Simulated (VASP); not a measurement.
# Mo (Im-3m) in VASP: further runs, part 2 of 2

VASP 6.6.1. The steps go on from the part before.

**5. Single point, PBE (volume scaled by 0.88)**

Contents of INCAR:

```
  PREC = Accurate
  ENCUT = 520
  EDIFF = 1E-6
  ISMEAR = 0
  SIGMA = 0.1
  LREAL = F
  LASPH = T
  NELM = 60
  ALGO = Normal
  ISIF = 2
  LWAVE = F
  LCHARG = T
  GGA = PE
  LELF = T
  LVHAR = T
  NBANDS = 13
```

Contents of KPOINTS:

```
regular mesh
0
Gamma
  18 18 18
```

Contents of POSCAR:

```
Mo
1.0
   -1.5143001500      1.5143001500      1.5143001500
    1.5143001500     -1.5143001500      1.5143001500
    1.5143001500      1.5143001500     -1.5143001500
Mo
1
Direct
    0.0000000000      0.0000000000      0.0000000000
```

Potentials or basis: VASP PAW PBE potentials, release 64 (Mo_sv).

The run is started by

```bash
$ cat potpaw_PBE.64/Mo_sv/POTCAR > POTCAR
$ mpirun -np 1 vasp_std > vasp.out
```

OUTCAR:

```text
PREC = Accurate
   ENCUT = 520
   EDIFF = 1E-6
   ISMEAR = 0
   LREAL = F
   LASPH = T
   NELM = 60
   ISIF = 2
   GGA = PE

 ion  position               nearest neighbor table
   1  0.000  0.000  0.000-

  LATTYP: Found a body centered cubic cell.
 ALAT       =     3.0286003000

  Lattice vectors:

 A1 = (  -1.5143001500,   1.5143001500,   1.5143001500)
 A2 = (   1.5143001500,  -1.5143001500,   1.5143001500)
 A3 = (   1.5143001500,   1.5143001500,  -1.5143001500)

Analysis of symmetry for initial positions (statically):
=====================================================================
 Subroutine PRICEL returns:
 Original cell was already a primitive cell.

 Routine SETGRP: Setting up the symmetry group for a
 body centered cubic supercell.

 Subroutine GETGRP returns: Found 48 space group operations
[... 9 lines left out ...]

 Routine SETGRP: Setting up the symmetry group for a
 body centered cubic supercell.

 Subroutine GETGRP returns: Found 48 space group operations
[... 11 lines left out ...]
                                     Primitive cell

  volume of cell :      13.8898

  direct lattice vectors                    reciprocal lattice vectors
    -1.514300150  1.514300150  1.514300150     0.000000000  0.330185532  0.330185532
     1.514300150 -1.514300150  1.514300150     0.330185532  0.000000000  0.330185532
     1.514300150  1.514300150 -1.514300150     0.330185532  0.330185532  0.000000000

  length of vectors
     2.622844798  2.622844798  2.622844798     0.466952857  0.466952857  0.466952857

  position of ions in fractional coordinates (direct lattice)
     0.000000000  0.000000000  0.000000000

  ion indices of the primitive-cell ions
   primitive index   ion index
                 1           1

----------------------------------------------------------------------------------------

 KPOINTS: regular mesh

Automatic generation of k-mesh.
 Grid dimensions read from file:
 generate k-points for:   18   18   18

 Generating k-lattice:

  Cartesian coordinates                     Fractional coordinates (reciprocal lattice)
     0.000000000  0.018343641  0.018343641     0.055555556  0.000000000  0.000000000
     0.018343641  0.000000000  0.018343641     0.000000000  0.055555556  0.000000000
     0.018343641  0.018343641  0.000000000     0.000000000  0.000000000  0.055555556

  Length of vectors
     0.025941825  0.025941825  0.025941825

  Shift w.r.t. Gamma in fractional coordinates (k-lattice)
     0.000000000  0.000000000  0.000000000

 Subroutine IBZKPT returns following result:
 ===========================================

 Found    195 irreducible k-points:

 Following reciprocal coordinates:
            Coordinates               Weight
  0.000000  0.000000  0.000000      1.000000
  0.055556  0.000000  0.000000     12.000000
  0.111111  0.000000  0.000000     12.000000
  0.166667  0.000000  0.000000     12.000000
  0.222222  0.000000  0.000000     12.000000
  0.277778  0.000000  0.000000     12.000000
[... 16 lines left out ...]
  0.333333  0.111111  0.000000     48.000000
  0.388889  0.111111 -0.000000     48.000000
 [... further k-points ...]
   k-points           NKPTS =    195   k-points in BZ     NKDIM =    195   number of bands    NBANDS=     13
   number of dos      NEDOS =    301   number of ions     NIONS =      1
   total plane-waves  NPLWV =   8000
   dimension x,y,z NGX =    20 NGY =   20 NGZ =   20
   dimension x,y,z NGXF=    40 NGYF=   40 NGZF=   40
   ions per type =               1
   NGX,Y,Z   is equivalent  to a cutoff of  12.68, 12.68, 12.68 a.u.
   NGXF,Y,Z  is equivalent  to a cutoff of  25.35, 25.35, 25.35 a.u.
 SYSTEM =  unknown system
   PREC   = accura    normal or accurate (medium, high low for compatibility)
   ISTART =      0    job   : 0-new  1-cont  2-samecut
   ICHARG =      2    charge: 1-file 2-atom 10-const
   ISPIN  =      1    spin polarized calculation?
   LNONCOLLINEAR =      F non collinear calculations
   LSORBIT =      F    spin-orbit coupling
   LASPH  =      T    aspherical Exc in radial PAW
   ENCUT  =  520.0 eV  38.22 Ry    6.18 a.u.   4.88  4.88  4.88*2*pi/ulx,y,z
   NELM   =     60;   NELMIN=  2; NELMDL= -5     # of ELM steps
   EDIFF  = 0.1E-05   stopping-criterion for ELM
   LREAL  =      F    real-space projection
   EDIFFG = 0.1E-04   stopping-criterion for IOM
   NSW    =      0    number of steps for IOM
   IBRION =     -1    ionic relax: 0-MD 1-quasi-New 2-CG
   NFREE  =      0    steps in history (QN), initial steepest desc. (CG)
   ISIF   =      2    stress and relaxation
   ISYM   =      2    0-nonsym 1-usesym 2-fastsym
   POTIM  = 0.5000    time-step for ionic-motion
   TEBEG  =    0.0;   TEEND  =   0.0 temperature during run
   PSTRESS=    0.0 pullay stress
   NELECT =      14.0000    total number of electrons
   NUPDOWN=      -1.0000    fix difference up-down
   EMIN   =  10.00;   EMAX   =-10.00  energy-range for DOS
   EFERMI =   0.00;   METHOD = LEGACY
   ISMEAR =     0;   SIGMA  =   0.10  broadening in eV -4-tet -1-fermi 0-gaus
   EFERMI_NEDOS =   21; number of points for ismear=-14 and -15
   IALGO  =     38    algorithm
   IMIX   =      4    mixing-type and parameters
     AMIX     =   0.40;   BMIX     =  1.00
     AMIX_MAG =   1.60;   BMIX_MAG =  1.00
  volume/ion in A,a.u.               =      13.89        93.73
  Fermi-wavevector in a.u.,A,eV,Ry     =   1.641417  3.101828 36.657486  2.694249
  Thomas-Fermi vector in A             =   2.731891
   LORBIT       =      0    0 simple, 1 ext, 2 COOP (PROOUT), +10 PAW based schemes
   GGA     = PE    functional components
   LHFCALC =     F    Hartree Fock is set to
   AEXX    =    0.0000 exact exchange contribution
   IVDW    =     0    specifies the selected vdW correction
   LEPSILON=     F    determine dielectric tensor
   LRPA    =     F    only Hartree local field effects (RPA)
 non-spin polarized calculation
 Gauss-broadening in eV      SIGMA  =   0.10
  energy-cutoff  :      520.00
  volume of cell :       13.89
 maximum number of plane-waves:       384
   NGX =  9   NGY =  9   NGZ =  9

 number of electron      14.0000004 magnetization

 Free energy of the ion-electron system (eV)
  ---------------------------------------------------
  ext. energy  EPLUGINS =         0.00000000
  ---------------------------------------------------
  free energy    TOTEN  =       -10.69501773 eV

  energy without entropy =      -10.69296951  energy(sigma->0) =      -10.69399362

 E-fermi :  14.6347     XC(G=0): -14.0707

 val. band max:       14.5984266955   @ k =  -0.3889   0.4444   0.2778
 cond. band min:      14.6651013701   @ k =  -0.3333   0.3889   0.2778
 fundamental gap:      0.0666746745
 Fermi energy:        14.6346612833

 k-point     1 :       0.0000    0.0000    0.0000
  band No.  band energies     occupation
      1     -46.7517      2.00000
      2     -19.6846      2.00000
      3     -19.6846      2.00000
      4     -19.6846      2.00000
      5       7.0148      2.00000
      6      12.9718      2.00000
      7      12.9718      2.00000
      8      12.9718      2.00000
      9      16.4602      0.00000
     10      16.4602      0.00000
     11      29.5686      0.00000
     12      29.5686      0.00000
     13      29.5686      0.00000

 k-point     2 :       0.0556    0.0000    0.0000
  band No.  band energies     occupation
      1     -46.7394      2.00000
      2     -19.7509      2.00000
      3     -19.7045      2.00000
      4     -19.6853      2.00000
      5       7.1723      2.00000
      6      12.8780      2.00000
      7      12.9564      2.00000
      8      13.1222      2.00000
      9      16.3127      0.00000
     10      16.4606      0.00000
     11      29.6982      0.00000
     12      29.8347      0.00000
     13      29.9294      0.00000
[... 321 lines left out ...]
 k-point    23 :       0.3333    0.1111    0.0000
  band No.  band energies     occupation
      1     -46.3645      2.00000
      2     -21.4369      2.00000
      3     -20.3102      2.00000
      4     -19.7922      2.00000
      5       9.2010      2.00000
      6      10.9237      2.00000
      7      14.1188      2.00000
      8      16.2594      0.00000
      9      17.4773      0.00000
     10      19.9145      0.00000
     11      28.1445      0.00000
     12      29.4361      0.00000
     13      34.3039      0.00000

 k-point    24 :       0.3889    0.1111   -0.0000
  band No.  band energies     occupation
      1     -46.3288      2.00000
      2     -21.5757      2.00000
      3     -20.3754      2.00000
      4     -19.7957      2.00000
      5       9.0039      2.00000
      6      10.7789      2.00000
      7      14.8151      0.01072
      8      16.4079      0.00000
      9      17.8047      0.00000
     10      20.9329      0.00000
     11      27.5987      0.00000
     12      28.3506      0.00000
     13      33.2659      0.00000

 [... further k-points ...]

------------------------ aborting loop because EDIFF is reached ----------------------------------------

  FORCE on cell =-STRESS in cart. coord.  units (eV):
  Direction    XX          YY          ZZ          XY          YZ          ZX
  --------------------------------------------------------------------------------------
  -------------------------------------------------------------------------------------
  Total        3.8700911      3.8700911      3.8700911     -0.0000000     -0.0000000     -0.0000000
  in kB      446.4120263    446.4120263    446.4120263     -0.0000000     -0.0000000     -0.0000000
  external PRESSURE =     446.4120263 kB  Pullay stress =       0.0000000 kB

 VOLUME and BASIS-vectors are now :
 -----------------------------------------------------------------------------
  energy-cutoff  :      520.00
  volume of cell :       13.89
      direct lattice vectors                 reciprocal lattice vectors
    -1.514300150  1.514300150  1.514300150     0.000000000  0.330185532  0.330185532
     1.514300150 -1.514300150  1.514300150     0.330185532  0.000000000  0.330185532
     1.514300150  1.514300150 -1.514300150     0.330185532  0.330185532  0.000000000

 POSITION                                       TOTAL-FORCE (eV/Angst)
 -----------------------------------------------------------------------------------
      0.00000      0.00000      0.00000         0.000000      0.000000     -0.000000
 -----------------------------------------------------------------------------------
    total drift:                                0.000000      0.000000      0.000000

  FREE ENERGIE OF THE ION-ELECTRON SYSTEM (eV)
  ---------------------------------------------------
  free  energy   TOTEN  =       -10.6950177329 eV

  energy  without entropy=      -10.6929695056  energy(sigma->0) =      -10.69399362
```

OSZICAR:

```text
N       E                     dE             d eps       ncg     rms          rms(c)
DAV:   1     0.942935820055E+02    0.94294E+02   -0.80882E+03  5134   0.112E+03
DAV:   2    -0.101244417512E+02   -0.10442E+03   -0.10011E+03  5795   0.316E+02
DAV:   3    -0.112415740070E+02   -0.11171E+01   -0.11145E+01  5715   0.328E+01
DAV:   4    -0.112439091847E+02   -0.23352E-02   -0.23351E-02  5695   0.181E+00
DAV:   5    -0.112439228137E+02   -0.13629E-04   -0.13629E-04  5750   0.123E-01    0.193E+01
DAV:   6    -0.107794410848E+02    0.46448E+00   -0.52931E-01  5215   0.926E+00    0.664E+00
DAV:   7    -0.106986483597E+02    0.80793E-01   -0.14695E-01  5600   0.471E+00    0.755E-01
DAV:   8    -0.106949621821E+02    0.36862E-02   -0.37195E-03  5270   0.785E-01    0.161E-01
DAV:   9    -0.106950112986E+02   -0.49116E-04   -0.51550E-05  6015   0.868E-02    0.921E-02
DAV:  10    -0.106950171745E+02   -0.58759E-05   -0.13234E-05  5325   0.461E-02    0.608E-03
DAV:  11    -0.106950177329E+02   -0.55848E-06   -0.10649E-07  2850   0.432E-03
   1 F= -.10695018E+02 E0= -.10693994E+02  d E =-.204823E-02
```

stdout:

```text
POSCAR found type information on POSCAR Mo
 POSCAR found :  1 types and       1 ions
 scaLAPACK will be used
 LDA part: xc-table for (Slater+PW92), standard interpolation
 POSCAR, INCAR and KPOINTS ok, starting setup
 FFT: planning ... GRIDC
 FFT: planning ... GRID_SOFT
 FFT: planning ... GRID
 WAVECAR not read
 entering main loop
```

Wall time 14 s (1 thread of Intel Xeon Platinum 8488C (Sapphire Rapids), shared host); peak memory 0.15 GiB.

What came out:

```yaml
Free_energy: -10.6950 eV
Pressure: 44.6 GPa
Band_gap_on_the_k_mesh: zero (band 7 reaches 19.28 eV, above the bottom of band 8 at 12.97 eV)
```

**6. Overview**

| task | cell | k mesh | cutoff (eV) | gap on the mesh (eV) | pressure (GPa) |
| --- | --- | --- | --- | --- | --- |
| single point | a = 2.725 Å, angles 109.5°, 1 atom | 8 × 8 × 8 | 520 | none | 4.6 |
| single point | a = 2.737 Å, angles 109.5°, 1 atom | 18 × 18 × 18 | 520 | none | 0.5 |
| relaxation of cell and atoms | relaxed from a = 2.725 Å, angles 109.5°, 1 atom | 18 × 18 × 18 | 600 | none | 0.0 |
| single point | a = 2.623 Å, angles 109.5°, 1 atom | 18 × 18 × 18 | 520 | none | 44.6 |

Alike in all rows: level PBE; potentials or basis VASP PAW PBE potentials, release 64 (Mo_sv); no spin polarisation; smearing gaussian 0.1 eV.

Total energies depend on the potentials used, so only differences within one code and one set of settings carry meaning.
